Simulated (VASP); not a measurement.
# Pd (Fm-3m) in VASP: a series of runs

Runs on Pd. Level: PBEsol. Tasks: single point, relaxation of cell and atoms.

Everything below comes from runs of VASP 6.6.1. Logs are shortened: lines on timing, memory, paths and dates and some standing lists are left out, and cuts for length are marked.

### Step 1. The cell of the first run

Symmetry: Fm-3m, No. 225, cubic system. The conventional cell has a = 3.875 Å, b = 3.875 Å, c = 3.875 Å, α = 90.00°, β = 90.00°, γ = 90.00°. Pd (site symmetry m-3m) has 12 Pd at 2.74 Å within 3.6 Å.

### Step 2. Single point, PBEsol

INCAR

```
SYSTEM = Pd
  PREC = Accurate
  ENCUT = 520
  EDIFF = 1E-6
  ISMEAR = 0
  SIGMA = 0.1
  LREAL = .False.
  LASPH = .True.
  NELM = 60
  ALGO = Normal
  ISIF = 2
  LWAVE = .False.
  LCHARG = .False.
  GGA = PS
  NBANDS = 11
```

KPOINTS

```
Automatic mesh
0
Gamma
  18 18 18
  0 0 0
```

POSCAR

```
Pd
1.0
    0.0000000000      1.9377196805      1.9377196805
    1.9377196805      0.0000000000      1.9377196805
    1.9377196805      1.9377196805      0.0000000000
Pd
1
Direct
    0.0000000000      0.0000000000      0.0000000000
```

Potentials or basis: VASP PAW PBE potentials, release 64 (Pd).

The run is started by

```
> cat potpaw_PBE.64/Pd/POTCAR > POTCAR
> mpirun -np 1 vasp_std > vasp.out
```

OUTCAR:

```text
SYSTEM = Pd
   PREC = Accurate
   ENCUT = 520
   EDIFF = 1E-6
   ISMEAR = 0
   LREAL = .False.
   LASPH = .True.
   NELM = 60
   ISIF = 2
   GGA = PS

 ion  position               nearest neighbor table
   1  0.000  0.000  0.000-

  LATTYP: Found a face centered cubic cell.
 ALAT       =     3.8754393610

  Lattice vectors:

 A1 = (   0.0000000000,   1.9377196805,   1.9377196805)
 A2 = (   1.9377196805,   0.0000000000,   1.9377196805)
 A3 = (   1.9377196805,   1.9377196805,   0.0000000000)

Analysis of symmetry for initial positions (statically):
=====================================================================
 Subroutine PRICEL returns:
 Original cell was already a primitive cell.

 Routine SETGRP: Setting up the symmetry group for a
 face centered cubic supercell.

 Subroutine GETGRP returns: Found 48 space group operations
 (whereof 48 operations were pure point group operations)
 out of a pool of 48 trial point group operations.

The static configuration has the point symmetry O_h .

Analysis of symmetry for dynamics (positions and initial velocities):
=====================================================================
 Subroutine PRICEL returns:
 Original cell was already a primitive cell.

 Routine SETGRP: Setting up the symmetry group for a
 face centered cubic supercell.

 Subroutine GETGRP returns: Found 48 space group operations
 (whereof 48 operations were pure point group operations)
 out of a pool of 48 trial point group operations.

The dynamic configuration has the point symmetry O_h .

 Subroutine INISYM returns: Found 48 space group operations
 (whereof 48 operations are pure point group operations),
 and found     1 'primitive' translations

----------------------------------------------------------------------------------------

                                     Primitive cell

  volume of cell :      14.5513

  direct lattice vectors                    reciprocal lattice vectors
     0.000000000  1.937719681  1.937719681    -0.258035259  0.258035259  0.258035259
     1.937719681  0.000000000  1.937719681     0.258035259 -0.258035259  0.258035259
     1.937719681  1.937719681  0.000000000     0.258035259  0.258035259 -0.258035259

  length of vectors
     2.740349452  2.740349452  2.740349452     0.446930179  0.446930179  0.446930179

  position of ions in fractional coordinates (direct lattice)
     0.000000000  0.000000000  0.000000000

  ion indices of the primitive-cell ions
   primitive index   ion index
                 1           1

----------------------------------------------------------------------------------------

 KPOINTS: Automatic mesh

Automatic generation of k-mesh.
 Grid dimensions read from file:
 generate k-points for:   18   18   18

 Generating k-lattice:

  Cartesian coordinates                     Fractional coordinates (reciprocal lattice)
    -0.014335292  0.014335292  0.014335292     0.055555556  0.000000000  0.000000000
     0.014335292 -0.014335292  0.014335292     0.000000000  0.055555556  0.000000000
     0.014335292  0.014335292 -0.014335292     0.000000000  0.000000000  0.055555556

  Length of vectors
     0.024829454  0.024829454  0.024829454

  Shift w.r.t. Gamma in fractional coordinates (k-lattice)
     0.000000000  0.000000000  0.000000000

 Subroutine IBZKPT returns following result:
 ===========================================

 Found    195 irreducible k-points:

 Following reciprocal coordinates:
            Coordinates               Weight
  0.000000  0.000000  0.000000      1.000000
  0.055556  0.000000  0.000000      8.000000
  0.111111  0.000000  0.000000      8.000000
  0.166667  0.000000  0.000000      8.000000
  0.222222  0.000000  0.000000      8.000000
  0.277778  0.000000  0.000000      8.000000
[... 16 lines left out ...]
 -0.277778  0.055556  0.000000     24.000000
 -0.222222  0.055556  0.000000     24.000000
 [... further k-points ...]
   k-points           NKPTS =    195   k-points in BZ     NKDIM =    195   number of bands    NBANDS=     11
   number of dos      NEDOS =    301   number of ions     NIONS =      1
   total plane-waves  NPLWV =   8000
   dimension x,y,z NGX =    20 NGY =   20 NGZ =   20
   dimension x,y,z NGXF=    40 NGYF=   40 NGZF=   40
   ions per type =               1
   NGX,Y,Z   is equivalent  to a cutoff of  12.13, 12.13, 12.13 a.u.
   NGXF,Y,Z  is equivalent  to a cutoff of  24.27, 24.27, 24.27 a.u.
 SYSTEM =  Pd
   PREC   = accura    normal or accurate (medium, high low for compatibility)
   ISTART =      0    job   : 0-new  1-cont  2-samecut
   ICHARG =      2    charge: 1-file 2-atom 10-const
   ISPIN  =      1    spin polarized calculation?
   LNONCOLLINEAR =      F non collinear calculations
   LSORBIT =      F    spin-orbit coupling
   LASPH  =      T    aspherical Exc in radial PAW
   ENCUT  =  520.0 eV  38.22 Ry    6.18 a.u.   5.10  5.10  5.10*2*pi/ulx,y,z
   NELM   =     60;   NELMIN=  2; NELMDL= -5     # of ELM steps
   EDIFF  = 0.1E-05   stopping-criterion for ELM
   LREAL  =      F    real-space projection
   EDIFFG = 0.1E-04   stopping-criterion for IOM
   NSW    =      0    number of steps for IOM
   IBRION =     -1    ionic relax: 0-MD 1-quasi-New 2-CG
   NFREE  =      0    steps in history (QN), initial steepest desc. (CG)
   ISIF   =      2    stress and relaxation
   ISYM   =      2    0-nonsym 1-usesym 2-fastsym
   POTIM  = 0.5000    time-step for ionic-motion
   TEBEG  =    0.0;   TEEND  =   0.0 temperature during run
   PSTRESS=    0.0 pullay stress
   NELECT =      10.0000    total number of electrons
   NUPDOWN=      -1.0000    fix difference up-down
   EMIN   =  10.00;   EMAX   =-10.00  energy-range for DOS
   EFERMI =   0.00;   METHOD = LEGACY
   ISMEAR =     0;   SIGMA  =   0.10  broadening in eV -4-tet -1-fermi 0-gaus
   EFERMI_NEDOS =   21; number of points for ismear=-14 and -15
   IALGO  =     38    algorithm
   IMIX   =      4    mixing-type and parameters
     AMIX     =   0.40;   BMIX     =  1.00
     AMIX_MAG =   1.60;   BMIX_MAG =  1.00
  volume/ion in A,a.u.               =      14.55        98.20
  Fermi-wavevector in a.u.,A,eV,Ry     =   1.444687  2.730063 28.397014  2.087122
  Thomas-Fermi vector in A             =   2.562954
   LORBIT       =      0    0 simple, 1 ext, 2 COOP (PROOUT), +10 PAW based schemes
   GGA     = PS    functional components
   LHFCALC =     F    Hartree Fock is set to
   AEXX    =    0.0000 exact exchange contribution
   IVDW    =     0    specifies the selected vdW correction
   LEPSILON=     F    determine dielectric tensor
   LRPA    =     F    only Hartree local field effects (RPA)
 non-spin polarized calculation
 Gauss-broadening in eV      SIGMA  =   0.10
  energy-cutoff  :      520.00
  volume of cell :       14.55
 maximum number of plane-waves:       403
   NGX = 11   NGY = 11   NGZ = 11

 number of electron      10.0000002 magnetization

 Free energy of the ion-electron system (eV)
  ---------------------------------------------------
  ext. energy  EPLUGINS =         0.00000000
  ---------------------------------------------------
  free energy    TOTEN  =        -5.96952621 eV

  energy without entropy =       -5.95801841  energy(sigma->0) =       -5.96377231

 E-fermi :   9.8544     XC(G=0): -13.4647

 val. band max:        9.8531438023   @ k =  -0.4444   0.3889   0.1111
 cond. band min:       9.8549779150   @ k =   0.5000   0.1111   0.0000
 fundamental gap:      0.0018341127
 Fermi energy:         9.8543856512

 k-point     1 :       0.0000    0.0000    0.0000
  band No.  band energies     occupation
      1       2.5052      2.00000
      2       6.9342      2.00000
      3       6.9342      2.00000
      4       6.9342      2.00000
      5       8.6039      2.00000
      6       8.6039      2.00000
      7      26.9837      0.00000
      8      31.8320      0.00000
      9      31.8320      0.00000
     10      31.8320      0.00000
     11      35.8999      0.00000

 k-point     2 :       0.0556    0.0000    0.0000
  band No.  band energies     occupation
      1       2.6191      2.00000
      2       6.8924      2.00000
      3       6.9744      2.00000
      4       6.9744      2.00000
      5       8.5840      2.00000
      6       8.5840      2.00000
      7      27.1096      0.00000
      8      31.0700      0.00000
      9      31.9661      0.00000
     10      31.9661      0.00000
     11      35.9458      0.00000

 k-point     3 :       0.1111    0.0000    0.0000
  band No.  band energies     occupation
      1       2.9482      2.00000
      2       6.7878      2.00000
      3       7.0797      2.00000
      4       7.0797      2.00000
      5       8.5423      2.00000
      6       8.5423      2.00000
      7      27.3976      0.00000
      8      29.5264      0.00000
      9      32.3475      0.00000
     10      32.3475      0.00000
     11      35.9756      0.00000

 k-point     4 :       0.1667    0.0000    0.0000
  band No.  band energies     occupation
      1       3.4452      2.00000
      2       6.6882      2.00000
      3       7.1980      2.00000
      4       7.1980      2.00000
      5       8.5350      2.00000
      6       8.5350      2.00000
      7      27.1366      0.00000
      8      28.3209      0.00000
      9      32.9049      0.00000
     10      32.9049      0.00000
     11      36.0520      0.00000

 k-point     5 :       0.2222    0.0000    0.0000
  band No.  band energies     occupation
      1       3.9921      2.00000
      2       6.7337      2.00000
      3       7.2500      2.00000
      4       7.2500      2.00000
      5       8.6430      2.00000
      6       8.6430      2.00000
      7      25.4175      0.00000
      8      28.1941      0.00000
      9      33.4593      0.00000
     10      33.4593      0.00000
     11      35.6131      0.00000
[... 211 lines left out ...]
 k-point    21 :      -0.3889    0.0556    0.0000
  band No.  band energies     occupation
      1       4.5376      2.00000
      2       6.9178      2.00000
      3       7.0141      2.00000
      4       8.8324      2.00000
      5       9.4801      2.00000
      6      10.5080      0.00000
      7      18.8848      0.00000
      8      26.7158      0.00000
      9      30.5476      0.00000
     10      31.9195      0.00000
     11      35.9521      0.00000

 k-point    22 :      -0.3333    0.0556    0.0000
  band No.  band energies     occupation
      1       4.5860      2.00000
      2       7.0245      2.00000
      3       7.1102      2.00000
      4       8.0532      2.00000
      5       9.1353      2.00000
      6       9.8665      0.86440
      7      20.7448      0.00000
      8      27.1466      0.00000
      9      31.0391      0.00000
     10      33.1239      0.00000
     11      35.8794      0.00000

 k-point    23 :      -0.2778    0.0556    0.0000
  band No.  band energies     occupation
      1       4.5379      2.00000
      2       7.0780      2.00000
      3       7.2248      2.00000
      4       7.2909      2.00000
      5       8.7696      2.00000
      6       9.3872      2.00000
      7      22.7833      0.00000
      8      27.6664      0.00000
      9      31.6874      0.00000
     10      34.6144      0.00000
     11      35.0371      0.00000

 k-point    24 :      -0.2222    0.0556    0.0000
  band No.  band energies     occupation
      1       4.2440      2.00000
      2       6.6920      2.00000
      3       7.2679      2.00000
      4       7.3048      2.00000
      5       8.4750      2.00000
      6       9.0146      2.00000
      7      24.8262      0.00000
      8      28.0819      0.00000
      9      32.1428      0.00000
     10      34.4836      0.00000
     11      34.9135      0.00000

 [... further k-points ...]

------------------------ aborting loop because EDIFF is reached ----------------------------------------

  FORCE on cell =-STRESS in cart. coord.  units (eV):
  Direction    XX          YY          ZZ          XY          YZ          ZX
  --------------------------------------------------------------------------------------
  -------------------------------------------------------------------------------------
  Total       -0.0369517     -0.0369517     -0.0369517      0.0000000     -0.0000000      0.0000000
  in kB       -4.0685695     -4.0685695     -4.0685695      0.0000000     -0.0000000      0.0000000
  external PRESSURE =      -4.0685695 kB  Pullay stress =       0.0000000 kB

 VOLUME and BASIS-vectors are now :
 -----------------------------------------------------------------------------
  energy-cutoff  :      520.00
  volume of cell :       14.55
      direct lattice vectors                 reciprocal lattice vectors
     0.000000000  1.937719681  1.937719681    -0.258035259  0.258035259  0.258035259
     1.937719681  0.000000000  1.937719681     0.258035259 -0.258035259  0.258035259
     1.937719681  1.937719681  0.000000000     0.258035259  0.258035259 -0.258035259

 POSITION                                       TOTAL-FORCE (eV/Angst)
 -----------------------------------------------------------------------------------
      0.00000      0.00000      0.00000        -0.000000      0.000000      0.000000
 -----------------------------------------------------------------------------------
    total drift:                                0.000000      0.000000      0.000000

  FREE ENERGIE OF THE ION-ELECTRON SYSTEM (eV)
  ---------------------------------------------------
  free  energy   TOTEN  =        -5.9695262134 eV

  energy  without entropy=       -5.9580184095  energy(sigma->0) =       -5.96377231
```

Wall time 28 s (1 thread of Intel Xeon 8259CL, shared host); peak memory 0.15 GiB.

What came out:

- Free energy: -5.9695 eV
- Pressure: -0.4 GPa
- Band gap on the k mesh: zero (band 5 reaches 10.16 eV, above the bottom of band 6 at 8.54 eV)

Caveat: the PAW data sets were made with another functional, which shifts forces and pressure a little.

### Step 3. Relaxation of cell and atoms, PBEsol

This run uses another cell than the first one, of 15.29 Å³/atom, 1.050 times its volume.

INCAR

```
SYSTEM = Pd
PREC = Accurate ; ENCUT = 600
EDIFF = 1E-6 ; ISMEAR = 0
SIGMA = 0.1 ; LREAL = .False.
LASPH = .True. ; NELM = 80
ALGO = Normal ; ISIF = 3
LWAVE = .False. ; LCHARG = .False.
GGA = PS ; IBRION = 2
NSW = 80 ; EDIFFG = -0.01
```

KPOINTS is that of step 2.

POSCAR

```
Pd
1.0
    0.0000000000      1.9697740439      1.9697740439
    1.9697740439      0.0000000000      1.9697740439
    1.9697740439      1.9697740439      0.0000000000
Pd
1
Direct
    0.0000000000      0.0000000000      0.0000000000
```

Potentials or basis: VASP PAW PBE potentials, release 64 (Pd).

The run is started by

```
> cat potpaw_PBE.64/Pd/POTCAR > POTCAR
> mpirun -np 1 vasp_std > vasp.out
```

Wall time 80 s (1 thread of Intel Xeon 8259CL, shared host); peak memory 0.17 GiB.

The run converged. Its results:

```
Free energy                            : -5.9704 eV
Relaxed volume                         : 14.52 Å³/atom
Relaxed cell                           : a = 2.739 Å, b = 2.739 Å, c = 2.739 Å, α = 60.00°, β = 60.00°, γ = 60.00°
Space group after relaxing (to 0.05 Å) : Fm-3m (No. 225)
Energy gained by relaxing              : 23.1 meV/atom
Ionic steps                            : 4
Pressure after relaxing                : 0.0 GPa
Band gap on the k mesh                 : zero (band 5 reaches 10.19 eV, above the bottom of band 6 at 8.56 eV)
```

The path:
```csv
step,energy change (eV),largest force (eV/Å),pressure (GPa),volume (Å³)
1,0.0000,0.0000,-9.27,15.29
2,0.0415,0.0000,20.34,13.41
3,-0.0231,0.0000,-0.23,14.54
4,-0.0231,0.0000,0.00,14.52
```

Final structure:
```
Pd
1.0
     0.00000    1.93646    1.93646
     1.93646    0.00000    1.93646
     1.93646    1.93646    0.00000
Pd
1
Direct
  0.00000 0.00000 0.00000
```

Levels at points of the mesh, in eV from the Fermi level:
```csv
k point,band 1,band 2,band 3,band 4,band 5,band 6,band 7,band 8,band 9
"(0.00, 0.00, 0.00)",-7.36,-2.93,-2.93,-2.93,-1.25,-1.25,17.13,21.99,21.99
"(0.50, 0.00, 0.00)",-5.47,-2.97,-2.97,-0.02,-0.02,0.88,7.39,16.49,21.16
"(0.50, 0.50, 0.00)",-5.56,-5.27,-0.04,0.30,0.30,3.25,10.87,13.19,13.19
```

Caveat: the PAW data sets were made with another functional, which shifts forces and pressure a little.

### Step 4. Single point, PBEsol

This run uses another cell than the first one, of 15.29 Å³/atom, 1.050 times its volume.

INCAR

```
PREC     = Accurate       # precision mode
ENCUT    = 500            # plane-wave cutoff, eV
EDIFF    = 1E-6           # SCF threshold, eV
ISMEAR   = 0              # smearing method
SIGMA    = 0.1            # smearing width, eV
LREAL    = False          # projectors in reciprocal space
LASPH    = True           # aspherical terms in the spheres
NELM     = 120            # most SCF steps
ALGO     = Normal         # electronic algorithm
ISIF     = 2              # what is computed and relaxed
LWAVE    = False          # write WAVECAR
LCHARG   = False          # write CHGCAR
GGA      = PS             # functional
NBANDS   = 11             # bands
GGA_COMPAT= False
```

KPOINTS

```
regular mesh
0
Gamma
  8 8 8
```

POSCAR is that of step 3.

The run is started by

```
> cat potpaw_PBE.64/Pd/POTCAR > POTCAR
> mpirun -np 1 vasp_std > vasp.out
```

Run time: 9 s. Hardware: 1 thread of Intel Xeon 8259CL, shared host; peak memory 0.13 GiB.

Results (log left out):

```
Free energy            : -5.9226 eV
Pressure               : -8.2 GPa
Band gap on the k mesh : zero (band 5 reaches 9.35 eV, above the bottom of band 6 at 7.84 eV)
```

Levels at points of the mesh, in eV from the Fermi level:
```tsv
k point	band 2	band 3	band 4	band 5	band 6	band 7	band 8	band 9
(0.00, 0.00, 0.00)	-2.76	-2.76	-2.76	-1.23	-1.23	17.00	21.56	21.56
(0.50, 0.00, 0.00)	-2.80	-2.80	-0.08	-0.08	0.90	6.91	16.34	20.56
(0.50, 0.50, 0.00)	-4.93	-0.11	0.21	0.21	3.16	10.26	12.82	12.82
```

Caveat: the PAW data sets were made with another functional, which shifts forces and pressure a little.

### Step 5. Overview

| task | cell | k mesh | cutoff (eV) | gap on the mesh (eV) | pressure (GPa) |
| --- | --- | --- | --- | --- | --- |
| single point | a = 2.740 Å, angles 60.0°, 1 atom | 18 × 18 × 18 | 520 | none | -0.4 |
| relaxation of cell and atoms | relaxed from a = 2.786 Å, angles 60.0°, 1 atom | 18 × 18 × 18 | 600 | none | 0.0 |
| single point | a = 2.786 Å, angles 60.0°, 1 atom | 8 × 8 × 8 | 500 | none | -8.2 |

Alike in all rows: level PBEsol; potentials or basis VASP PAW PBE potentials, release 64 (Pd); no spin polarisation; smearing gaussian 0.1 eV.

Caveats: the PAW data sets were made with another functional, which shifts forces and pressure a little.

Absolute energies hang on the potentials; compare differences alone.
